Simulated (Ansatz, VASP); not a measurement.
# Ta3N, level by level in two programs

```
Ta N
1.0
     2.99124    0.00000    0.00000
    -1.49562    2.59049    0.00000
     0.00000    0.00000    7.42245
Ta N
3 1
Direct
  0.66667 0.33333 0.82607
  0.33333 0.66667 0.17393
  0.00000 0.00000 0.50000
  0.00000 0.00000 0.00000
```

Single points on this cell with VASP 6.6.1 and Ansatz 0.2.0. Each row is one pair of runs. Alike in all rows: spin: off; k mesh: 10 × 10 × 4; smearing: fermi-dirac, width 0.05 eV.

```tsv
level	VASP's potentials, cutoff	Ansatz's potentials, cutoff	gap on the k mesh at the Fermi level (eV), VASP	gap on the k mesh at the Fermi level (eV), Ansatz	pressure (GPa), VASP	pressure (GPa), Ansatz	rms of the force components (eV/Å), VASP	rms of the force components (eV/Å), Ansatz
PBE	VASP PAW PBE potentials, release 64 (Ta_pv, N), 520 eV	Ansatz PAW, 420 eV	none	none	10.5	10.1	0.077	0.054
r2SCAN	VASP PAW PBE potentials, release 64 (Ta_pv, N), 520 eV	Ansatz PAW, 500 eV	none	none	8.0	7.0	0.108	0.078
LDA	VASP PAW LDA potentials, release 64 (Ta_pv, N), 520 eV	Ansatz PAW, 420 eV	none	none	-2.2	-3.4	0.085	0.109
PBEsol	VASP PAW PBE potentials, release 64 (Ta_sv_GW, N), 600 eV	Ansatz PAW, 420 eV	none	none	2.1	2.2	0.036	0.054
```

Pressure (GPa): the two programs differ by at most 1.22; rms of the force components (eV/Å): the two programs differ by at most 0.0303.

VASP's potentials hold 38 valence electrons a cell and Ansatz's 44 in some rows, so a difference there can come from the potentials and not from the codes.

A gap of «none» marks a metal or a gap that the smearing closes.

Spin-orbit coupling is off throughout.
